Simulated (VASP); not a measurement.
# HfOs (Pm-3m) in VASP: single point with LDA

Aim: the single point of HfOs with LDA.

Everything below comes from runs of VASP 6.6.1. Logs are shortened: lines on timing, memory, paths and dates and some standing lists are left out, and cuts for length are marked.

**1. The cell of the first run**

It takes space group Pm-3m (No. 221, cubic). The conventional cell has a = 3.200 Å, b = 3.200 Å, c = 3.200 Å, α = 90.00°, β = 90.00°, γ = 90.00°. Hf (site symmetry m-3m) has 8 Os at 2.77 Å and 6 Hf at 3.20 Å within 3.7 Å. Within 3.7 Å of Os (site symmetry m-3m) lie 8 Hf at 2.77 Å and 6 Os at 3.20 Å.

**2. Single point, LDA**

INCAR reads:

```
ALGO = Normal
EDIFF = 1E-6
ENCUT = 520
ISIF = 2
ISMEAR = 0
LASPH = T
LCHARG = F
LREAL = F
LWAVE = F
NBANDS = 16
NELM = 60
PREC = Accurate
SIGMA = 0.1
```

KPOINTS reads:

```
k-points
0
Gamma
  14 14 14
```

POSCAR reads:

```
HfOs
1.0
    3.2001578694      0.0000000000      0.0000000000
    0.0000000000      3.2001578694      0.0000000000
    0.0000000000      0.0000000000      3.2001578694
Hf Os
1 1
Direct
    0.0000000000      0.0000000000      0.0000000000
    0.5000000000      0.5000000000      0.5000000000
```

Potentials or basis: VASP PAW LDA potentials, release 64 (Hf_pv, Os).

The run is started by

```
> cat potpaw_LDA.64/Hf_pv/POTCAR potpaw_LDA.64/Os/POTCAR > POTCAR
> mpirun -np 1 vasp_std > vasp.out
```

OUTCAR:

```text
EDIFF = 1E-6
   ENCUT = 520
   ISIF = 2
   ISMEAR = 0
   LASPH = T
   LREAL = F
   NELM = 60
   PREC = Accurate

 ion  position               nearest neighbor table
   1  0.000  0.000  0.000-   2 2.77   2 2.77   2 2.77   2 2.77   2 2.77   2 2.77   2 2.77   2 2.77

   2  0.500  0.500  0.500-   1 2.77   1 2.77   1 2.77   1 2.77   1 2.77   1 2.77   1 2.77   1 2.77

  LATTYP: Found a simple cubic cell.
 ALAT       =     3.2001578694

  Lattice vectors:

 A1 = (   3.2001578694,   0.0000000000,   0.0000000000)
 A2 = (   0.0000000000,   3.2001578694,   0.0000000000)
 A3 = (   0.0000000000,   0.0000000000,   3.2001578694)

Analysis of symmetry for initial positions (statically):
=====================================================================
 Subroutine PRICEL returns:
 Original cell was already a primitive cell.

 Routine SETGRP: Setting up the symmetry group for a
 simple cubic supercell.

 Subroutine GETGRP returns: Found 48 space group operations
 (whereof 48 operations were pure point group operations)
 out of a pool of 48 trial point group operations.

The static configuration has the point symmetry O_h .

Analysis of symmetry for dynamics (positions and initial velocities):
=====================================================================
 Subroutine PRICEL returns:
 Original cell was already a primitive cell.

 Routine SETGRP: Setting up the symmetry group for a
 simple cubic supercell.

 Subroutine GETGRP returns: Found 48 space group operations
 (whereof 48 operations were pure point group operations)
 out of a pool of 48 trial point group operations.

The dynamic configuration has the point symmetry O_h .

 Subroutine INISYM returns: Found 48 space group operations
 (whereof 48 operations are pure point group operations),
 and found     1 'primitive' translations

----------------------------------------------------------------------------------------

                                     Primitive cell

  volume of cell :      32.7728

  direct lattice vectors                    reciprocal lattice vectors
     3.200157869  0.000000000  0.000000000     0.312484584  0.000000000  0.000000000
     0.000000000  3.200157869  0.000000000     0.000000000  0.312484584  0.000000000
     0.000000000  0.000000000  3.200157869     0.000000000  0.000000000  0.312484584

  length of vectors
     3.200157869  3.200157869  3.200157869     0.312484584  0.312484584  0.312484584

  position of ions in fractional coordinates (direct lattice)
     0.000000000  0.000000000  0.000000000
     0.500000000  0.500000000  0.500000000

  ion indices of the primitive-cell ions
   primitive index   ion index
                 1           1
                 2           2

----------------------------------------------------------------------------------------

 KPOINTS: k-points

Automatic generation of k-mesh.
 Grid dimensions read from file:
 generate k-points for:   14   14   14

 Generating k-lattice:

  Cartesian coordinates                     Fractional coordinates (reciprocal lattice)
     0.022320327  0.000000000  0.000000000     0.071428571  0.000000000  0.000000000
     0.000000000  0.022320327  0.000000000     0.000000000  0.071428571  0.000000000
     0.000000000  0.000000000  0.022320327     0.000000000  0.000000000  0.071428571

  Length of vectors
     0.022320327  0.022320327  0.022320327

  Shift w.r.t. Gamma in fractional coordinates (k-lattice)
     0.000000000  0.000000000  0.000000000

 Subroutine IBZKPT returns following result:
 ===========================================

 Found    120 irreducible k-points:

 Following reciprocal coordinates:
            Coordinates               Weight
  0.000000  0.000000  0.000000      1.000000
  0.071429  0.000000  0.000000      6.000000
  0.142857  0.000000  0.000000      6.000000
  0.214286  0.000000  0.000000      6.000000
  0.285714  0.000000  0.000000      6.000000
  0.357143  0.000000  0.000000      6.000000
[... 16 lines left out ...]
  0.285714  0.214286  0.000000     24.000000
  0.357143  0.214286  0.000000     24.000000
 [... further k-points ...]
   k-points           NKPTS =    120   k-points in BZ     NKDIM =    120   number of bands    NBANDS=     16
   number of dos      NEDOS =    301   number of ions     NIONS =      2
   total plane-waves  NPLWV =  13824
   dimension x,y,z NGX =    24 NGY =   24 NGZ =   24
   dimension x,y,z NGXF=    48 NGYF=   48 NGZF=   48
   ions per type =               1   1
   NGX,Y,Z   is equivalent  to a cutoff of  12.47, 12.47, 12.47 a.u.
   NGXF,Y,Z  is equivalent  to a cutoff of  24.94, 24.94, 24.94 a.u.
 SYSTEM =  unknown system
   PREC   = accura    normal or accurate (medium, high low for compatibility)
   ISTART =      0    job   : 0-new  1-cont  2-samecut
   ICHARG =      2    charge: 1-file 2-atom 10-const
   ISPIN  =      1    spin polarized calculation?
   LNONCOLLINEAR =      F non collinear calculations
   LSORBIT =      F    spin-orbit coupling
   LASPH  =      T    aspherical Exc in radial PAW
   ENCUT  =  520.0 eV  38.22 Ry    6.18 a.u.   5.95  5.95  5.95*2*pi/ulx,y,z
   NELM   =     60;   NELMIN=  2; NELMDL= -5     # of ELM steps
   EDIFF  = 0.1E-05   stopping-criterion for ELM
   LREAL  =      F    real-space projection
   EDIFFG = 0.1E-04   stopping-criterion for IOM
   NSW    =      0    number of steps for IOM
   IBRION =     -1    ionic relax: 0-MD 1-quasi-New 2-CG
   NFREE  =      0    steps in history (QN), initial steepest desc. (CG)
   ISIF   =      2    stress and relaxation
   ISYM   =      2    0-nonsym 1-usesym 2-fastsym
   POTIM  = 0.5000    time-step for ionic-motion
   TEBEG  =    0.0;   TEEND  =   0.0 temperature during run
   PSTRESS=    0.0 pullay stress
   NELECT =      18.0000    total number of electrons
   NUPDOWN=      -1.0000    fix difference up-down
   EMIN   =  10.00;   EMAX   =-10.00  energy-range for DOS
   EFERMI =   0.00;   METHOD = LEGACY
   ISMEAR =     0;   SIGMA  =   0.10  broadening in eV -4-tet -1-fermi 0-gaus
   EFERMI_NEDOS =   21; number of points for ismear=-14 and -15
   IALGO  =     38    algorithm
   IMIX   =      4    mixing-type and parameters
     AMIX     =   0.40;   BMIX     =  1.00
     AMIX_MAG =   1.60;   BMIX_MAG =  1.00
  volume/ion in A,a.u.               =      16.39       110.58
  Fermi-wavevector in a.u.,A,eV,Ry     =   1.340688  2.533532 24.455700  1.797443
  Thomas-Fermi vector in A             =   2.468981
   LORBIT       =      0    0 simple, 1 ext, 2 COOP (PROOUT), +10 PAW based schemes
   GGA     = CA    functional components
   LHFCALC =     F    Hartree Fock is set to
   AEXX    =    0.0000 exact exchange contribution
   IVDW    =     0    specifies the selected vdW correction
   LEPSILON=     F    determine dielectric tensor
   LRPA    =     F    only Hartree local field effects (RPA)
 non-spin polarized calculation
 Gauss-broadening in eV      SIGMA  =   0.10
  energy-cutoff  :      520.00
  volume of cell :       32.77
 maximum number of plane-waves:       912
 NGX is ok and might be reduce to    24
   NGX = 11   NGY = 11   NGZ = 11

 number of electron      17.9999998 magnetization

 Free energy of the ion-electron system (eV)
  ---------------------------------------------------
  ext. energy  EPLUGINS =         0.00000000
  ---------------------------------------------------
  free energy    TOTEN  =       -24.78188939 eV

  energy without entropy =      -24.78065383  energy(sigma->0) =      -24.78127161

 E-fermi :   7.3961     XC(G=0): -13.1195

 val. band max:        7.3729325493   @ k =   0.3571   0.0714   0.0000
 cond. band min:       7.4670834616   @ k =   0.5000   0.1429   0.0000
 fundamental gap:      0.0941509122
 Fermi energy:         7.3961059375

 k-point     1 :       0.0000    0.0000    0.0000
  band No.  band energies     occupation
      1     -22.7227      2.00000
      2     -22.7227      2.00000
      3     -22.7227      2.00000
      4      -1.7418      2.00000
      5       1.7996      2.00000
      6       1.7997      2.00000
[... 8 lines left out ...]
     15      15.8391      0.00000
     16      15.8391      0.00000

 k-point     2 :       0.0714    0.0000    0.0000
  band No.  band energies     occupation
      1     -22.7471      2.00000
      2     -22.7219      2.00000
      3     -22.7219      2.00000
      4      -1.6179      2.00000
      5       1.8560      2.00000
      6       1.8948      2.00000
[... 8 lines left out ...]
     15      15.4049      0.00000
     16      16.6387      0.00000

 k-point     3 :       0.1429    0.0000    0.0000
  band No.  band energies     occupation
      1     -22.8148      2.00000
      2     -22.7195      2.00000
      3     -22.7195      2.00000
      4      -1.2550      2.00000
      5       2.0227      2.00000
      6       2.1625      2.00000
[... 8 lines left out ...]
     15      14.4246      0.00000
     16      18.1089      0.00000

 k-point     4 :       0.2143    0.0000    0.0000
  band No.  band energies     occupation
      1     -22.9110      2.00000
      2     -22.7162      2.00000
      3     -22.7162      2.00000
      4      -0.6786      2.00000
      5       2.2927      2.00000
      6       2.5471      2.00000
[... 8 lines left out ...]
     15      13.4423      0.00000
     16      19.5942      0.00000
[... 324 lines left out ...]
 k-point    22 :       0.2143    0.2143    0.0000
  band No.  band energies     occupation
      1     -22.9110      2.00000
      2     -22.8709      2.00000
      3     -22.7047      2.00000
      4       0.1504      2.00000
      5       2.6373      2.00000
      6       3.2832      2.00000
[... 8 lines left out ...]
     15      15.3123      0.00000
     16      17.6647      0.00000

 k-point    23 :       0.2857    0.2143    0.0000
  band No.  band energies     occupation
      1     -22.9920      2.00000
      2     -22.8760      2.00000
      3     -22.6982      2.00000
      4       0.6858      2.00000
      5       2.7505      2.00000
      6       3.7566      2.00000
[... 8 lines left out ...]
     15      14.6773      0.00000
     16      18.3578      0.00000

 k-point    24 :       0.3571    0.2143    0.0000
  band No.  band energies     occupation
      1     -23.0761      2.00000
      2     -22.8680      2.00000
      3     -22.6923      2.00000
      4       1.2463      2.00000
      5       2.7660      2.00000
      6       4.1069      2.00000
[... 8 lines left out ...]
     15      14.0591      0.00000
     16      19.2281      0.00000

 [... further k-points ...]
[... 5 lines left out ...]
  --------------------------------------------------------------------------------------
  -------------------------------------------------------------------------------------
  Total       -0.0547190     -0.0547190     -0.0547190     -0.0000000      0.0000000     -0.0000000
  in kB       -2.6750664     -2.6750664     -2.6750664     -0.0000000      0.0000000     -0.0000000
  external PRESSURE =      -2.6750664 kB  Pullay stress =       0.0000000 kB

 VOLUME and BASIS-vectors are now :
 -----------------------------------------------------------------------------
  energy-cutoff  :      520.00
  volume of cell :       32.77
      direct lattice vectors                 reciprocal lattice vectors
     3.200157869  0.000000000  0.000000000     0.312484584  0.000000000  0.000000000
     0.000000000  3.200157869  0.000000000     0.000000000  0.312484584  0.000000000
     0.000000000  0.000000000  3.200157869     0.000000000  0.000000000  0.312484584

 POSITION                                       TOTAL-FORCE (eV/Angst)
 -----------------------------------------------------------------------------------
      0.00000      0.00000      0.00000         0.000000      0.000000      0.000000
      1.60008      1.60008      1.60008         0.000000      0.000000      0.000000
 -----------------------------------------------------------------------------------
    total drift:                                0.000000      0.000000     -0.000000

  FREE ENERGIE OF THE ION-ELECTRON SYSTEM (eV)
  ---------------------------------------------------
  free  energy   TOTEN  =       -24.7818893910 eV

  energy  without entropy=      -24.7806538265  energy(sigma->0) =      -24.78127161
```

Run time: 17 s. Hardware: 1 thread of Intel Xeon 6975P-C (Granite Rapids), shared host; peak memory 0.18 GiB.

Results:

```
Free energy            : -24.7819 eV
Pressure               : -0.3 GPa
Band gap on the k mesh : zero (band 9 reaches 8.13 eV, above the bottom of band 10 at 6.64 eV)
```

Levels at points of the mesh, in eV from the Fermi level:
```tsv
k point	band 5	band 6	band 7	band 8	band 9	band 10	band 11	band 12	band 13	band 14
(0.00, 0.00, 0.00)	-5.60	-5.60	-1.66	-1.66	-1.66	2.52	2.52	6.25	6.25	6.25
(0.50, 0.00, 0.00)	-4.51	-3.78	-1.81	-1.81	-1.11	-0.69	1.14	1.33	1.33	4.18
(0.50, 0.50, 0.00)	-5.78	-3.53	-3.53	0.53	0.71	1.10	1.10	3.34	6.23	6.63
(0.50, 0.50, 0.50)	-3.22	-3.22	-2.13	-2.13	-2.13	0.63	0.63	4.49	6.47	6.47
```

Caveat: spin-orbit coupling is left out, which moves the levels of the heavy elements.
